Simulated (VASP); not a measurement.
Here is a VASP 6.6.1 calculation.

File INCAR:

```
  PREC = Accurate
  ENCUT = 520
  EDIFF = 1E-7
  ISMEAR = 0
  SIGMA = 0.05
  LREAL = False
  LASPH = True
  NELM = 80
  ALGO = Normal
  ISIF = 2
  LWAVE = False
  LCHARG = False
  GGA = PE
  IVDW = 12
  NBANDS = 35
```

File KPOINTS:

```
regular mesh
0
Gamma
  12 12 2
```

File POSCAR:

```
WSe2
1.0
    3.2790275604      0.0000000000      0.0000000000
   -1.6395137802      2.8397211670      0.0000000000
    0.0000000000      0.0000000000     12.7886113462
W Se
2 4
Direct
    0.3041917037      0.6453335132      0.2500000000
    0.6666602872      0.3333286632      0.7500000000
    0.3332459753      0.6666027162      0.6182912225
    0.7006814790      0.3582339042      0.1182912225
    0.3332459753      0.6666027162      0.8817087775
    0.7006814790      0.3582339042      0.3817087775
```

Potentials or basis: VASP PAW PBE potentials, release 64 (W_sv, Se).

Launch:

```sh
$ cat potpaw_PBE.64/W_sv/POTCAR potpaw_PBE.64/Se/POTCAR > POTCAR
$ mpirun -np 1 vasp_std > vasp.out
```

Problem. Predict the pressure.

Solution. 1.3 GPa.

Problem. Predict the band gap on the k mesh.

Solution. 0.86 eV (least direct gap 1.53 eV).

Stress tensor (GPa, compression positive):
```
 2.23  1.31  0.00
 1.31 -0.52  0.00
 0.00  0.00  2.22
```

Caveat: the cell differs from its parent crystal (atoms displaced along a vibrational mode); spin-orbit coupling is left out, which moves the levels of the heavy elements; forces of over 1 eV/Å act on the atoms, so gaps and moduli don't describe the material at rest. A k mesh can miss the band edges.
